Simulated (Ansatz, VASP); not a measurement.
**Na3F2 in VASP and in Ansatz**

Contents of INCAR:

```
ALGO = Normal ; EDIFF = 1E-6
ENCUT = 520 ; GGA = PE
ISIF = 2 ; ISMEAR = 0
LASPH = True ; LCHARG = False
LREAL = False ; LWAVE = False
NBANDS = 26 ; NELM = 80
PREC = Accurate ; SIGMA = 0.1
```

Contents of KPOINTS:

```
k-points
0
Gamma
  6 6 4
```

File POSCAR:

```
Na3F2
1.0
    3.8126958633      0.0000000000      0.0000000000
   -1.9063479316      3.3018914745      0.0000000000
    0.0000000000      0.0000000000      9.6470372790
Na F
3 2
Direct
    0.0000000000      0.0000000000      0.0000000000
    0.3333333333      0.6666666667      0.6200527160
    0.6666666667      0.3333333333      0.3799472840
    0.3333333333      0.6666666667      0.3759578952
    0.6666666667      0.3333333333      0.6240421048
```

Input for Ansatz:

```yaml
crystal:
  lattice:
    - [3.8126958633, 0.0, 0.0]
    - [-1.9063479316, 3.3018914745, 0.0]
    - [0.0, 0.0, 9.647037279]
  atoms:
    - { symbol: Na, position: [0.0, 0.0, 0.0] }
    - { symbol: Na, position: [0.3333333333, 0.6666666667, 0.620052716] }
    - { symbol: Na, position: [0.6666666667, 0.3333333333, 0.379947284] }
    - { symbol: F, position: [0.3333333333, 0.6666666667, 0.3759578952] }
    - { symbol: F, position: [0.6666666667, 0.3333333333, 0.6240421048] }
basis:
  ecutwfc: 420
kpoints:
  mp_grid: { grid: [6, 6, 4] }
hamiltonian:
  xc: pbe
scf:
  occupations: { method: gaussian, width: 0.1 }
output:
  forces: true
  stress: true
  eigenvalues: true
```

Alike in both runs: task single point; functional PBE; k mesh 6 × 6 × 4; occupations gaussian, width 0.1 eV; no spin polarisation.

```csv
,VASP,Ansatz
version,VASP 6.6.1,Ansatz 0.2.0
potentials or method,"VASP PAW PBE potentials, release 64 (Na_pv, F), cutoff 520 eV","scalar-relativistic, plane waves, PAW"
valence electrons in the cell,35,41
```

```tsv
	VASP	Ansatz	Ansatz less VASP
gap on the k mesh at the Fermi level (eV)	none	none	-
pressure (GPa)	0.0	0.0	+0.03
```

A gap of «none» marks a metal or a gap that the smearing closes. VASP's potentials hold 35 valence electrons a cell and Ansatz's 41, so a difference there can come from the potentials and not from the codes.
